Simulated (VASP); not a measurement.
Crystal: MgO.

```xyz
4
Lattice="3.3211 0.0000 0.0000 -1.6605 2.8762 0.0000 0.0000 0.0000 5.0847" Properties=species:S:1:pos:R:3 pbc="T T T"
Mg    0.0000    1.9174   -0.0484
Mg    1.6605    0.9587    2.4940
O     0.0000    1.9174    1.9551
O     1.6605    0.9587    4.4975
```

This cell differs from its parent crystal: strain +1.0%.

Base run:

* Program: VASP 6.6.1
* Functional: r2SCAN
* Potentials or basis: VASP PAW PBE potentials, release 64 (Mg, O)
* Cutoff: 520 eV
* k mesh: 12 × 12 × 6
* Occupations: gaussian, width 0.01 eV
* Spin: no spin polarisation

Its results: band gap on the k mesh 4.04 eV, direct; pressure -4.1 GPa; largest force 0.003 eV/Å.

Q: The run is repeated on the same cell with these changes: functional from r2SCAN to PBE; occupations from gaussian, width 0.01 eV to fermi-dirac, width 0.02 eV. What comes out?

A: Band gap on the k mesh 3.38 eV, direct; pressure -0.2 GPa; largest force 0.014 eV/Å.

Caveats: the PAW data sets were made with another functional, which shifts forces and pressure a little (some runs).

A k mesh can miss the band edges.
